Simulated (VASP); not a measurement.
SiC (Moissanite):

```
Si C
1.0
     3.07600    0.00000    0.00000
    -1.53800    2.66389    0.00000
     0.00000    0.00000    5.04800
Si C
2 2
Direct
  0.66667 0.33333 0.50000
  0.33333 0.66667 0.00000
  0.66667 0.33333 0.88500
  0.33333 0.66667 0.38500
```

```yaml
Program: VASP 6.6.1
Task: relaxation of cell and atoms
Functional: r2SCAN
Dispersion: D3(BJ)
Potentials_or_basis: VASP PAW PBE potentials, release 64 (Si, C)
Cutoff: 600 eV
k_mesh: 10 × 10 × 5
Occupations: fermi-dirac, width 0.05 eV
Spin: no spin polarisation
```

At the start: pressure -2.4 GPa; volume 10.34 Å³/atom.

Problem. Where does the relaxation end?

Solution. Over 9 steps the energy falls by 10.2 meV/atom and the volume is 10.22 Å³/atom (-1.2 %); space group P6_3mc (No. 186, to 0.05 Å).

The path:
```
step  energy change (eV)  largest force (eV/Å)  pressure (GPa)  volume (Å³)
   1              0.0000                0.7705           -2.38        41.36
   2             -0.0052                0.7333            2.75        40.45
   3             -0.0384                0.0628            0.04        40.87
   4             -0.0384                0.0468            0.10        40.86
   5             -0.0406                0.0215            0.24        40.84
   6             -0.0409                0.0042            0.20        40.85
   7             -0.0409                0.0059            0.21        40.85
   8             -0.0409                0.0030           -0.16        40.91
   9             -0.0409                0.0009            0.01        40.88
```

Final structure:
```xyz
4
Lattice="3.0637 0.0000 0.0000 -1.5318 2.6532 0.0000 0.0000 0.0000 5.0293" Properties=species:S:1:pos:R:3 pbc="T T T"
Si    1.5318    0.8844    2.5379
Si    0.0000    1.7688    0.0232
C     1.5318    0.8844    4.4277
C     0.0000    1.7688    1.9131
```

Caveat: the PAW data sets were made with another functional, which shifts forces and pressure a little.
